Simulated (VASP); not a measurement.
# Au (Fm-3m) in VASP: further runs

Runs on Au. Level: r2SCAN. Tasks: single point.

All numbers are computed with VASP 6.6.1; they aren't measurements. Logs are shortened: lines on timing, memory, paths and dates and some standing lists are left out, and cuts for length are marked.

### 1 The cell of the first run

The structure is cubic, space group Fm-3m (No. 225). The conventional cell has a = 4.040 Å, b = 4.040 Å, c = 4.040 Å, α = 90.00°, β = 90.00°, γ = 90.00°. Within 3.8 Å of Au (site symmetry m-3m) lie 12 Au at 2.86 Å.

### 2 Single point, r2SCAN (volume scaled by 0.94)

POSCAR

```
Au
1.0
    0.0000000000      2.0199197612      2.0199197612
    2.0199197612      0.0000000000      2.0199197612
    2.0199197612      2.0199197612      0.0000000000
Au
1
Direct
    0.0000000000      0.0000000000      0.0000000000
```

INCAR.step1

```
SYSTEM = Au
  PREC = Accurate
  ENCUT = 520
  ISMEAR = 0
  SIGMA = 0.1
  LREAL = .FALSE.
  LASPH = .TRUE.
  NELM = 60
  NBANDS = 12
  GGA = PE
  ALGO = Normal
  EDIFF = 1E-4
  LWAVE = .TRUE.
  LCHARG = .FALSE.
```

INCAR.step2

```
SYSTEM = Au
  PREC = Accurate
  ENCUT = 520
  EDIFF = 1E-6
  ISMEAR = 0
  SIGMA = 0.1
  LREAL = .FALSE.
  LASPH = .TRUE.
  NELM = 60
  ALGO = Normal
  ISIF = 2
  LWAVE = .FALSE.
  LCHARG = .FALSE.
  METAGGA = R2SCAN
  LMIXTAU = .TRUE.
  NBANDS = 12
  ISTART = 1
```

KPOINTS

```
regular mesh
0
G
  18 18 18
  0 0 0
```

Potentials or basis: VASP PAW PBE potentials, release 64 (Au).

The run is started by

```bash
cat potpaw_PBE.64/Au/POTCAR > POTCAR
cp INCAR.step1 INCAR
mpirun -np 1 vasp_std > vasp.out
cp INCAR.step2 INCAR
mpirun -np 1 vasp_std > vasp.out
```

OUTCAR:

```text
SYSTEM = Au
   PREC = Accurate
   ENCUT = 520
   EDIFF = 1E-6
   ISMEAR = 0
   LREAL = .FALSE.
   LASPH = .TRUE.
   NELM = 60
   ISIF = 2
   METAGGA = R2SCAN
   ISTART = 1

 ion  position               nearest neighbor table
   1  0.000  0.000  0.000-

  LATTYP: Found a face centered cubic cell.
 ALAT       =     4.0398395224

  Lattice vectors:

 A1 = (   0.0000000000,   2.0199197612,   2.0199197612)
 A2 = (   2.0199197612,   0.0000000000,   2.0199197612)
 A3 = (   2.0199197612,   2.0199197612,   0.0000000000)

Analysis of symmetry for initial positions (statically):
=====================================================================
 Subroutine PRICEL returns:
 Original cell was already a primitive cell.

 Routine SETGRP: Setting up the symmetry group for a
 face centered cubic supercell.

 Subroutine GETGRP returns: Found 48 space group operations
 (whereof 48 operations were pure point group operations)
 out of a pool of 48 trial point group operations.

The static configuration has the point symmetry O_h .

Analysis of symmetry for dynamics (positions and initial velocities):
=====================================================================
 Subroutine PRICEL returns:
 Original cell was already a primitive cell.

 Routine SETGRP: Setting up the symmetry group for a
 face centered cubic supercell.

 Subroutine GETGRP returns: Found 48 space group operations
 (whereof 48 operations were pure point group operations)
 out of a pool of 48 trial point group operations.

The dynamic configuration has the point symmetry O_h .

 Subroutine INISYM returns: Found 48 space group operations
 (whereof 48 operations are pure point group operations),
 and found     1 'primitive' translations

----------------------------------------------------------------------------------------

                                     Primitive cell

  volume of cell :      16.4829

  direct lattice vectors                    reciprocal lattice vectors
     0.000000000  2.019919761  2.019919761    -0.247534585  0.247534585  0.247534585
     2.019919761  0.000000000  2.019919761     0.247534585 -0.247534585  0.247534585
     2.019919761  2.019919761  0.000000000     0.247534585  0.247534585 -0.247534585

  length of vectors
     2.856597921  2.856597921  2.856597921     0.428742478  0.428742478  0.428742478

  position of ions in fractional coordinates (direct lattice)
     0.000000000  0.000000000  0.000000000

  ion indices of the primitive-cell ions
   primitive index   ion index
                 1           1

----------------------------------------------------------------------------------------

 KPOINTS: regular mesh

Automatic generation of k-mesh.
 Grid dimensions read from file:
 generate k-points for:   18   18   18

 Generating k-lattice:

  Cartesian coordinates                     Fractional coordinates (reciprocal lattice)
    -0.013751921  0.013751921  0.013751921     0.055555556  0.000000000  0.000000000
     0.013751921 -0.013751921  0.013751921     0.000000000  0.055555556  0.000000000
     0.013751921  0.013751921 -0.013751921     0.000000000  0.000000000  0.055555556

  Length of vectors
     0.023819027  0.023819027  0.023819027

  Shift w.r.t. Gamma in fractional coordinates (k-lattice)
     0.000000000  0.000000000  0.000000000

 Subroutine IBZKPT returns following result:
 ===========================================

 Found    195 irreducible k-points:

 Following reciprocal coordinates:
            Coordinates               Weight
  0.000000  0.000000  0.000000      1.000000
  0.055556  0.000000  0.000000      8.000000
  0.111111  0.000000  0.000000      8.000000
  0.166667  0.000000  0.000000      8.000000
  0.222222  0.000000  0.000000      8.000000
  0.277778  0.000000  0.000000      8.000000
[... 16 lines left out ...]
 -0.277778  0.055556  0.000000     24.000000
 -0.222222  0.055556  0.000000     24.000000
 [... further k-points ...]
   k-points           NKPTS =    195   k-points in BZ     NKDIM =    195   number of bands    NBANDS=     12
   number of dos      NEDOS =    301   number of ions     NIONS =      1
   total plane-waves  NPLWV =  13824
   dimension x,y,z NGX =    24 NGY =   24 NGZ =   24
   dimension x,y,z NGXF=    48 NGYF=   48 NGZF=   48
   ions per type =               1
   NGX,Y,Z   is equivalent  to a cutoff of  13.97, 13.97, 13.97 a.u.
   NGXF,Y,Z  is equivalent  to a cutoff of  27.93, 27.93, 27.93 a.u.
 SYSTEM =  Au
   PREC   = accura    normal or accurate (medium, high low for compatibility)
   ISTART =      1    job   : 0-new  1-cont  2-samecut
   ICHARG =      0    charge: 1-file 2-atom 10-const
   ISPIN  =      1    spin polarized calculation?
   LNONCOLLINEAR =      F non collinear calculations
   LSORBIT =      F    spin-orbit coupling
   LASPH  =      T    aspherical Exc in radial PAW
   ENCUT  =  520.0 eV  38.22 Ry    6.18 a.u.   5.31  5.31  5.31*2*pi/ulx,y,z
   NELM   =     60;   NELMIN=  2; NELMDL=  0     # of ELM steps
   EDIFF  = 0.1E-05   stopping-criterion for ELM
   LREAL  =      F    real-space projection
   EDIFFG = 0.1E-04   stopping-criterion for IOM
   NSW    =      0    number of steps for IOM
   IBRION =     -1    ionic relax: 0-MD 1-quasi-New 2-CG
   NFREE  =      0    steps in history (QN), initial steepest desc. (CG)
   ISIF   =      2    stress and relaxation
   ISYM   =      2    0-nonsym 1-usesym 2-fastsym
   POTIM  = 0.5000    time-step for ionic-motion
   TEBEG  =    0.0;   TEEND  =   0.0 temperature during run
   PSTRESS=    0.0 pullay stress
   NELECT =      11.0000    total number of electrons
   NUPDOWN=      -1.0000    fix difference up-down
   EMIN   =  10.00;   EMAX   =-10.00  energy-range for DOS
   EFERMI =   0.00;   METHOD = LEGACY
   ISMEAR =     0;   SIGMA  =   0.10  broadening in eV -4-tet -1-fermi 0-gaus
   EFERMI_NEDOS =   21; number of points for ismear=-14 and -15
   IALGO  =     38    algorithm
   IMIX   =      4    mixing-type and parameters
     AMIX     =   0.40;   BMIX     =  1.00
     AMIX_MAG =   1.60;   BMIX_MAG =  1.00
  volume/ion in A,a.u.               =      16.48       111.23
  Fermi-wavevector in a.u.,A,eV,Ry     =   1.430633  2.703505 27.847196  2.046711
  Thomas-Fermi vector in A             =   2.550457
   LORBIT       =      0    0 simple, 1 ext, 2 COOP (PROOUT), +10 PAW based schemes
   METAGGA = R2SCAN    functional components
   LHFCALC =     F    Hartree Fock is set to
   AEXX    =    0.0000 exact exchange contribution
   IVDW    =     0    specifies the selected vdW correction
   LEPSILON=     F    determine dielectric tensor
   LRPA    =     F    only Hartree local field effects (RPA)
 non-spin polarized calculation
 Gauss-broadening in eV      SIGMA  =   0.10
  energy-cutoff  :      520.00
  volume of cell :       16.48
 maximum number of plane-waves:       459
 NGX is ok and might be reduce to    24
   NGX = 11   NGY = 11   NGZ = 11

 number of electron      10.9999999 magnetization

 Free energy of the ion-electron system (eV)
  ---------------------------------------------------
  ext. energy  EPLUGINS =         0.00000000
  ---------------------------------------------------
  free energy    TOTEN  =       -50.55862707 eV

  energy without entropy =      -50.55735228  energy(sigma->0) =      -50.55798967

 E-fermi :   9.8873     XC(G=0): -13.8676

 val. band max:        9.8868631643   @ k =   0.5000   0.2778   0.1111
 cond. band min:       9.8937130083   @ k =   0.5000   0.1667   0.0556
 fundamental gap:      0.0068498440
 Fermi energy:         9.8872710707

 k-point     1 :       0.0000    0.0000    0.0000
  band No.  band energies     occupation
      1      -0.5785      2.00000
      2       4.7540      2.00000
      3       4.7540      2.00000
      4       4.7540      2.00000
      5       6.3822      2.00000
      6       6.3822      2.00000
      7      25.1593      0.00000
      8      29.4675      0.00000
      9      29.4675      0.00000
     10      29.4675      0.00000
     11      34.8742      0.00000
     12      39.7076      0.00000

 k-point     2 :       0.0556    0.0000    0.0000
  band No.  band energies     occupation
      1      -0.4628      2.00000
      2       4.7155      2.00000
      3       4.7949      2.00000
      4       4.7949      2.00000
      5       6.3635      2.00000
      6       6.3635      2.00000
      7      25.3003      0.00000
      8      28.7431      0.00000
      9      29.6091      0.00000
     10      29.6091      0.00000
     11      35.5079      0.00000
     12      38.3101      0.00000

 k-point     3 :       0.1111    0.0000    0.0000
  band No.  band energies     occupation
      1      -0.1260      2.00000
      2       4.6185      2.00000
      3       4.9012      2.00000
      4       4.9012      2.00000
      5       6.3257      2.00000
      6       6.3257      2.00000
      7      25.6320      0.00000
      8      27.2160      0.00000
      9      30.0110      0.00000
     10      30.0111      0.00000
     11      35.2407      0.00000
     12      37.6294      0.00000
[... 286 lines left out ...]
 k-point    23 :      -0.2778    0.0556    0.0000
  band No.  band energies     occupation
      1       1.7921      2.00000
      2       4.8379      2.00000
      3       5.0368      2.00000
      4       5.0576      2.00000
      5       6.5989      2.00000
      6       7.1854      2.00000
      7      19.9796      0.00000
      8      25.9905      0.00000
      9      28.9904      0.00000
     10      31.7903      0.00000
     11      32.7633      0.00000
     12      34.3345      0.00000

 k-point    24 :      -0.2222    0.0556    0.0000
  band No.  band energies     occupation
      1       1.3126      2.00000
      2       4.4909      2.00000
      3       5.0843      2.00000
      4       5.1209      2.00000
      5       6.2864      2.00000
      6       6.8154      2.00000
      7      22.2857      0.00000
      8      26.3928      0.00000
      9      29.6149      0.00000
     10      31.9612      0.00000
     11      32.6525      0.00000
     12      34.1448      0.00000

 [... further k-points ...]
[... 5 lines left out ...]
  --------------------------------------------------------------------------------------
  -------------------------------------------------------------------------------------
  Total        1.2372100      1.2372100      1.2372100      0.0000000      0.0000000      0.0000000
  in kB      120.2601219    120.2601219    120.2601219      0.0000000      0.0000000      0.0000000
  external PRESSURE =     120.2601219 kB  Pullay stress =       0.0000000 kB

 VOLUME and BASIS-vectors are now :
 -----------------------------------------------------------------------------
  energy-cutoff  :      520.00
  volume of cell :       16.48
      direct lattice vectors                 reciprocal lattice vectors
     0.000000000  2.019919761  2.019919761    -0.247534585  0.247534585  0.247534585
     2.019919761  0.000000000  2.019919761     0.247534585 -0.247534585  0.247534585
     2.019919761  2.019919761  0.000000000     0.247534585  0.247534585 -0.247534585

 POSITION                                       TOTAL-FORCE (eV/Angst)
 -----------------------------------------------------------------------------------
      0.00000      0.00000      0.00000         0.000000      0.000000      0.000000
 -----------------------------------------------------------------------------------
    total drift:                               -0.000000      0.000000     -0.000000

  FREE ENERGIE OF THE ION-ELECTRON SYSTEM (eV)
  ---------------------------------------------------
  free  energy   TOTEN  =       -50.5586270664 eV

  energy  without entropy=      -50.5573522761  energy(sigma->0) =      -50.55798967
```

Run time: 91 s. Hardware: 1 thread of Intel Xeon Platinum 8259CL at 2.50GHz (Skylake/Cascade Lake), shared host; peak memory 0.17 GiB.

Results:

* Free energy: -50.5586 eV
* Pressure: 12.0 GPa

Caveat: the cell differs from its parent crystal (volume scaled by 0.94); the PAW data sets were made with another functional, which shifts forces and pressure a little; spin-orbit coupling is left out, which moves the levels of the heavy elements.

### 3 Single point, r2SCAN (volume scaled by 0.97)

POSCAR

```
Au
1.0
    0.0000000000      2.0411836371      2.0411836371
    2.0411836371      0.0000000000      2.0411836371
    2.0411836371      2.0411836371      0.0000000000
Au
1
Direct
    0.0000000000      0.0000000000      0.0000000000
```

INCAR.step1

```
ALGO     = Normal         # electronic algorithm
EDIFF    = 1E-4           # SCF threshold, eV
ENCUT    = 520            # plane-wave cutoff, eV
GGA      = PE             # functional
ISMEAR   = 0              # smearing method
LASPH    = True           # aspherical terms in the spheres
LCHARG   = False          # write CHGCAR
LREAL    = False          # projectors in reciprocal space
LWAVE    = True           # write WAVECAR
NBANDS   = 12             # bands
NELM     = 60             # most SCF steps
PREC     = Accurate       # precision mode
SIGMA    = 0.1            # smearing width, eV
```

INCAR.step2

```
ALGO     = Normal         # electronic algorithm
EDIFF    = 1E-6           # SCF threshold, eV
ENCUT    = 520            # plane-wave cutoff, eV
ISIF     = 2              # what is computed and relaxed
ISMEAR   = 0              # smearing method
ISTART   = 1            
LASPH    = True           # aspherical terms in the spheres
LCHARG   = False          # write CHGCAR
LMIXTAU  = True         
LREAL    = False          # projectors in reciprocal space
LWAVE    = False          # write WAVECAR
METAGGA  = R2SCAN         # meta-GGA
NBANDS   = 12             # bands
NELM     = 60             # most SCF steps
PREC     = Accurate       # precision mode
SIGMA    = 0.1            # smearing width, eV
```

KPOINTS

```
k-points
0
Gamma
  18 18 18
```

Potentials or basis: VASP PAW PBE potentials, release 64 (Au).

The run is started by

```bash
cat potpaw_PBE.64/Au/POTCAR > POTCAR
cp INCAR.step1 INCAR
mpirun -np 1 vasp_std > vasp.out
cp INCAR.step2 INCAR
mpirun -np 1 vasp_std > vasp.out
```

Run time: 88 s. Hardware: 1 thread of Intel Xeon Platinum 8259CL at 2.50GHz (Skylake/Cascade Lake), shared host; peak memory 0.17 GiB.

The run converged. Its results:

* Free energy: -50.5874 eV
* Pressure: 5.6 GPa

Levels at points of the mesh, in eV from the Fermi level:
| k point | band 2 | band 3 | band 4 | band 5 | band 6 | band 7 | band 8 | band 9 | band 10 | band 11 |
| --- | --- | --- | --- | --- | --- | --- | --- | --- | --- | --- |
| (0.00, 0.00, 0.00) | -4.94 | -4.94 | -4.94 | -3.40 | -3.40 | 15.34 | 19.45 | 19.45 | 19.45 | 24.74 |
| (0.50, 0.00, 0.00) | -4.98 | -4.98 | -2.14 | -2.14 | -0.79 | 3.21 | 14.83 | 17.97 | 17.97 | 25.98 |
| (0.50, 0.50, 0.00) | -7.06 | -2.20 | -1.80 | -1.80 | 1.20 | 6.05 | 10.56 | 10.56 | 18.12 | 20.64 |

Caveat: the cell differs from its parent crystal (volume scaled by 0.97); the PAW data sets were made with another functional, which shifts forces and pressure a little; spin-orbit coupling is left out, which moves the levels of the heavy elements.

### 4 Single point, r2SCAN

This run uses another cell than the first one, of 17.53 Å³/atom, 1.064 times its volume.

POSCAR

```
Au
1.0
    0.0000000000      2.0620134802      2.0620134802
    2.0620134802      0.0000000000      2.0620134802
    2.0620134802      2.0620134802      0.0000000000
Au
1
Direct
    0.0000000000      0.0000000000      0.0000000000
```

INCAR.step1

```
SYSTEM = Au
PREC = Accurate ; ENCUT = 520
ISMEAR = 0 ; SIGMA = 0.1
LREAL = .False. ; LASPH = .True.
NELM = 100 ; NBANDS = 12
GGA = PE ; ALGO = Normal
EDIFF = 1E-4 ; LWAVE = .True.
LCHARG = .False.
```

INCAR.step2

```
SYSTEM = Au
PREC = Accurate ; ENCUT = 520
EDIFF = 1E-7 ; ISMEAR = 0
SIGMA = 0.1 ; LREAL = .False.
LASPH = .True. ; NELM = 100
ALGO = Normal ; ISIF = 2
LWAVE = .False. ; LCHARG = .True.
METAGGA = R2SCAN ; LMIXTAU = .True.
LELF = .True. ; LVHAR = .True.
NBANDS = 12 ; ISTART = 1
```

KPOINTS

```
Automatic mesh
0
Gamma
  18 18 18
  0 0 0
```

The run is started by

```bash
cat potpaw_PBE.64/Au/POTCAR > POTCAR
cp INCAR.step1 INCAR
mpirun -np 1 vasp_std > vasp.out
cp INCAR.step2 INCAR
mpirun -np 1 vasp_std > vasp.out
```

It took 1.9 min on 1 thread of Intel Xeon Platinum 8259CL at 2.50GHz (Skylake/Cascade Lake), shared host; peak memory 0.17 GiB.

Results (log left out):

```
Free energy : -50.5970 eV
Pressure    : 0.3 GPa
```

Levels at points of the mesh, in eV from the Fermi level:
| k point | band 2 | band 3 | band 4 | band 5 | band 6 | band 7 | band 8 | band 9 | band 10 | band 11 |
| --- | --- | --- | --- | --- | --- | --- | --- | --- | --- | --- |
| (0.00, 0.00, 0.00) | -4.76 | -4.76 | -4.76 | -3.30 | -3.30 | 15.39 | 19.31 | 19.31 | 19.31 | 24.49 |
| (0.50, 0.00, 0.00) | -4.80 | -4.80 | -2.11 | -2.11 | -0.63 | 3.06 | 14.87 | 17.73 | 17.73 | 25.52 |
| (0.50, 0.50, 0.00) | -6.77 | -2.17 | -1.79 | -1.79 | 1.31 | 5.81 | 10.48 | 10.48 | 17.78 | 20.23 |

Caveat: the PAW data sets were made with another functional, which shifts forces and pressure a little; spin-orbit coupling is left out, which moves the levels of the heavy elements.

### 5 Overview

```csv
cell,gap on the mesh (eV),pressure (GPa)
"a = 2.857 Å, angles 60.0°, 1 atom",none,12.0
"a = 2.887 Å, angles 60.0°, 1 atom",none,5.6
"a = 2.916 Å, angles 60.0°, 1 atom",none,0.3
```

Alike in all rows: task single point; level r2SCAN; potentials or basis VASP PAW PBE potentials, release 64 (Au); no spin polarisation; k mesh 18 × 18 × 18; cutoff (eV) 520; smearing gaussian 0.1 eV.

Caveats: the PAW data sets were made with another functional, which shifts forces and pressure a little; spin-orbit coupling is left out, which moves the levels of the heavy elements.

Absolute energies hang on the potentials; compare differences alone.
